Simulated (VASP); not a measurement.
# H3C2N in VASP: notebook, part 2 of 2

VASP 6.6.1.

### 3 Single point, PBE+D3(BJ)

This run uses another cell than the first one, of 8.58 Å³/atom.

Contents of INCAR:

```
SYSTEM = H3C2N
PREC     = Accurate       ! precision mode
ENCUT    = 520            ! plane-wave cutoff, eV
EDIFF    = 1E-6           ! SCF threshold, eV
ISMEAR   = -1             ! smearing method
SIGMA    = 0.02           ! smearing width, eV
LREAL    = Auto         
LASPH    = .True.         ! aspherical terms in the spheres
NELM     = 120            ! most SCF steps
ALGO     = Normal         ! electronic algorithm
ISIF     = 2              ! what is computed and relaxed
LWAVE    = .False.        ! write WAVECAR
LCHARG   = .True.         ! write CHGCAR
GGA      = PE             ! functional
IVDW     = 12             ! dispersion correction
LELF     = .True.         ! ELF
LVHAR    = .True.       
NBANDS   = 72             ! bands
GGA_COMPAT= .False.
```

Contents of KPOINTS:

```
Automatic mesh
0
Gamma
  1 1 1
  0 0 0
```

Contents of POSCAR:

```
H3C2N
1.0
    6.7590610000      0.0000000000      0.0000000000
    0.0000000000      6.7590610000      0.0000000000
    0.0000000000      0.0000000000      6.7590610000
C N H
12 6 18
Direct
    0.2442646989      0.1191141787      0.5934996000
    0.2630838810      0.1649637427      0.3859855681
    0.9490815366     -0.0191298762      0.9295374017
    0.7436683883      0.0036099689      0.9565233987
    0.9476612210      0.5458006667      0.2071293631
    1.0233965931      0.5832171066      0.4064026053
    0.4738380080      0.6882316937      0.2900698780
    0.5273661534      0.7468049186      0.4850969684
    0.8217117733      0.0541791234      0.3710870489
    0.6926405902      0.2170123927      0.4136521330
    0.3992566423      0.4858811009      0.8852856928
    0.6162542400      0.4628749467      0.8711565112
    0.2461584531      0.1956780683      0.2177373455
    0.5797994721      0.0127680457      1.0016036251
    1.0901218379      0.6226752503      0.5552398477
    0.5511120554      0.7884083307      0.6481965468
    0.5872561292      0.3422960675      0.4548856712
    0.7841325888      0.4316427977      0.8507986538
    0.1770808105     -0.0253141672      0.6227936099
    0.3945518468      0.1295742116      0.6695604611
    0.1373859475      0.2311859591      0.6606538985
    0.9835685756     -0.1614129537      0.8632264156
    1.0124631217      0.0945397593      0.8391698196
    1.0133064341     -0.0162892449      1.0742764417
    0.9966177255      0.6624144981      0.1135808657
    1.0022989880      0.4029257910      0.1542817856
    0.7867512958      0.5474577016      0.2153849477
    0.3509363209      0.7848279517      0.2549466561
    0.5722096605      0.7139601196      0.1743141540
    0.4277517247      0.5390393725      0.2945527493
    0.8650757849     -0.0142475412      0.5174683288
    0.7492312912     -0.0222516116      0.2523427441
    0.9496437449      0.1224282485      0.2972306360
    0.3558926306      0.6311379643      0.9406040277
    0.3487318727      0.4589542837      0.7294356420
    0.3373545527      0.3625059753      0.9763042529
```

Potentials or basis: VASP PAW PBE potentials, release 64 (C, N, H).

The run is started by

```
cat potpaw_PBE.64/C/POTCAR potpaw_PBE.64/N/POTCAR potpaw_PBE.64/H/POTCAR > POTCAR
mpirun -np 1 vasp_gam > vasp.out
```

Wall time 57 s (1 thread of Intel Xeon 8259CL, shared host); peak memory 0.32 GiB.

It converged, with:

```
Free energy                : -220.0502 eV
Pressure                   : 7.7 GPa
Largest force              : 4.113 eV/Å
Band gap on the k mesh     : 5.84 eV
Dispersion energy per atom : -0.079 eV
```

Forces in eV/Å, atoms in the order of the input:
```
C    0.466  1.039  1.133
C   -0.385 -0.406  0.705
C    0.188 -0.645 -0.465
C    0.253 -0.059 -0.441
C   -0.145 -0.465  1.659
C   -1.401 -0.774 -3.788
C   -1.567  1.173  0.793
C    0.064 -0.471 -1.142
C    0.567  1.283  1.340
C    1.589 -2.011 -0.176
C    0.802 -1.366 -0.834
C   -1.152  0.108  0.159
N    0.098  0.032 -0.266
N   -1.583  0.311  0.089
N    1.274  0.899  3.370
N    0.544  0.607  1.192
N   -1.211  1.554  0.697
N    0.109 -0.085 -0.012
H    0.403 -0.187 -0.438
H   -1.408 -0.214 -0.467
H    0.944 -0.436 -0.567
H   -0.033 -0.457 -0.386
H    0.079  0.617 -0.045
H    0.730  0.104  0.468
H    0.380  0.568 -0.763
H   -0.093  0.180 -0.147
H    0.200 -0.217 -0.166
H   -0.614  0.193 -0.343
H    1.510  0.307 -0.980
H   -0.406 -1.034 -0.091
H   -0.431 -0.111 -1.503
H   -0.216 -1.114  0.447
H    0.152 -0.130  0.398
H   -0.034  0.034 -0.222
H    0.009  0.649  0.881
H    0.317  0.520 -0.091
```

Stress tensor (GPa, compression positive):
```
7.59 0.83 0.32
0.83 6.76 0.51
0.32 0.51 8.81
```

Levels at points of the mesh, in eV from the valence-band top:
| k point | band 46 | band 47 | band 48 | band 49 | band 50 | band 51 |
| --- | --- | --- | --- | --- | --- | --- |
| (0.00, 0.00, 0.00) | -0.35 | -0.16 | 0.00 | 5.84 | 6.05 | 6.41 |

Caveat: the k points lie up to 0.93 Å⁻¹ apart; the atoms stand as in a frame of molecular dynamics.

### 4 Single point, PBE+D3(BJ)

This run uses another cell than the first one, of 9.62 Å³/atom.

Contents of INCAR:

```
SYSTEM = H3C2N
  PREC = Accurate
  ENCUT = 520
  EDIFF = 1E-6
  ISMEAR = -1
  SIGMA = 0.02
  LREAL = Auto
  LASPH = .True.
  NELM = 120
  ALGO = Normal
  ISIF = 2
  LWAVE = .False.
  LCHARG = .False.
  GGA = PE
  IVDW = 12
  NBANDS = 72
  GGA_COMPAT = .False.
```

Contents of KPOINTS:

```
regular mesh
0
Gamma
  1 1 1
  0 0 0
```

Contents of POSCAR:

```
H3C2N
1.0
    7.0219910000      0.0000000000      0.0000000000
    0.0000000000      7.0219910000      0.0000000000
    0.0000000000      0.0000000000      7.0219910000
C N H
12 6 18
Direct
    0.2579467846      0.1117062098      0.6018520958
    0.2816864903      0.1264883421      0.4018375985
    0.9081327504     -0.0211193663      0.8731141923
    0.7102116764     -0.0152663255      0.9282410074
    1.0081186376      0.5457426533      0.2111651809
    0.9864581142      0.5828119119      0.4164061162
    0.4303622719      0.6989755470      0.2877816277
    0.5293085679      0.7527067466      0.4612082243
    0.8333533894      0.0344916420      0.3504276778
    0.7223592283      0.1930506604      0.4055687340
    0.3931648446      0.4789382385      0.8764038575
    0.5946888852      0.4533899289      0.8807331140
    0.2649818264      0.1379096043      0.2395047217
    0.5475085343     -0.0063372340      0.9559824272
    1.0039745138      0.6426240079      0.5754635687
    0.6183289042      0.7832821204      0.5974801164
    0.6272010317      0.3211482327      0.4474514422
    0.7577622928      0.4302198621      0.8831825618
    0.2549704208     -0.0338650391      0.6564662359
    0.3628030853      0.1951013609      0.6703511867
    0.1094134128      0.1721591497      0.6279273215
    0.9100980050     -0.0758759161      0.7331111646
    0.9570789823      0.1303334054      0.8855323227
    0.9771729984     -0.1206068193      0.9676457859
    1.0712346399      0.6756915524      0.1571064389
    1.0837097342      0.4136148850      0.1920965151
    0.8713910343      0.5144409897      0.1487754684
    0.3323558803      0.8116501431      0.2612364499
    0.5295079416      0.6846348849      0.1785533476
    0.3501001354      0.5710488663      0.3211339918
    0.9361874716     -0.0077043676      0.4585309209
    0.7477366462     -0.0851325500      0.2940476569
    0.9095853299      0.0727144196      0.2130307487
    0.3346201953      0.5981209603      0.9556406438
    0.3512963773      0.4942188049      0.7199667445
    0.3312166022      0.3469386389      0.9188704457
```

The run is started by

```
cat potpaw_PBE.64/C/POTCAR potpaw_PBE.64/N/POTCAR potpaw_PBE.64/H/POTCAR > POTCAR
mpirun -np 1 vasp_gam > vasp.out
```

Run time: 70 s. Hardware: 1 thread of Intel Xeon 8259CL, shared host; peak memory 0.35 GiB.

It converged, with:

* Free energy: -220.8454 eV
* Pressure: 3.9 GPa
* Largest force: 3.595 eV/Å
* Band gap on the k mesh: 5.89 eV
* Dispersion energy per atom: -0.070 eV

Forces on the atoms (eV/Å):
```
C   -2.063  0.093  0.217
C   -0.307 -0.327  0.997
C   -0.953  1.299  1.289
C   -0.211  0.064 -0.428
C   -1.144 -0.010  1.807
C    1.153  1.421  2.794
C   -0.584  0.111  2.576
C    0.126 -0.579  0.129
C    0.896 -0.284 -2.461
C   -0.351 -0.105  0.056
C   -0.433  0.221 -2.304
C   -0.100  0.507  0.215
N   -0.095  0.338 -2.039
N   -0.283 -0.056  0.387
N   -0.255 -1.514 -3.251
N   -0.421  0.097 -0.041
N   -0.243  0.518  0.120
N    0.655 -0.243  0.030
H    0.303 -0.152 -0.085
H    0.785  0.423  0.776
H    1.205 -0.152  0.088
H    0.252 -0.513 -1.156
H    0.235 -0.759 -0.058
H    0.733 -0.112  0.178
H    0.291 -0.071 -0.623
H    0.907 -0.260 -0.257
H   -0.543  0.271 -0.399
H   -0.594  0.719 -0.690
H    1.096 -0.327 -1.528
H    0.190 -0.418 -0.225
H   -0.155 -0.280 -0.112
H    0.109  0.374  0.774
H   -0.022  0.192  1.241
H    0.207  0.171  0.050
H    0.251  0.215  1.177
H   -0.637 -0.871  0.755
```

Stress tensor (GPa, compression positive):
```
 5.34 -0.03 -0.52
-0.03  2.84 -0.17
-0.52 -0.17  3.38
```

Levels at points of the mesh, in eV from the valence-band top:
```
           k point  band 44  band 45  band 46  band 47  band 48  band 49  band 50  band 51  band 52  band 53
(0.00, 0.00, 0.00)    -0.39    -0.38    -0.22    -0.11     0.00     5.89     6.06     6.36     6.46     6.63
```

Caveat: the k points lie up to 0.89 Å⁻¹ apart; the atoms stand as in a frame of molecular dynamics.

### 5 The runs side by side

| cell | gap on the mesh (eV) | pressure (GPa) | largest force (eV/Å) |
| --- | --- | --- | --- |
| a = 6.660 Å, 36 atoms, atomic positions A | 5.71 | 10.0 | 3.50 |
| a = 6.759 Å, 36 atoms, atomic positions B | 5.84 | 7.7 | 4.11 |
| a = 7.022 Å, 36 atoms, atomic positions C | 5.89 | 3.9 | 3.60 |

Alike in all rows: task single point; level PBE+D3(BJ); potentials or basis VASP PAW PBE potentials, release 64 (C, N, H); no spin polarisation; k mesh 1 × 1 × 1; cutoff (eV) 520; smearing fermi-dirac 0.02 eV.

Caveats: all runs use coarse meshes; the atoms stand as in a frame of molecular dynamics.

Total energies depend on the potentials used, so only differences within one code and one set of settings carry meaning.
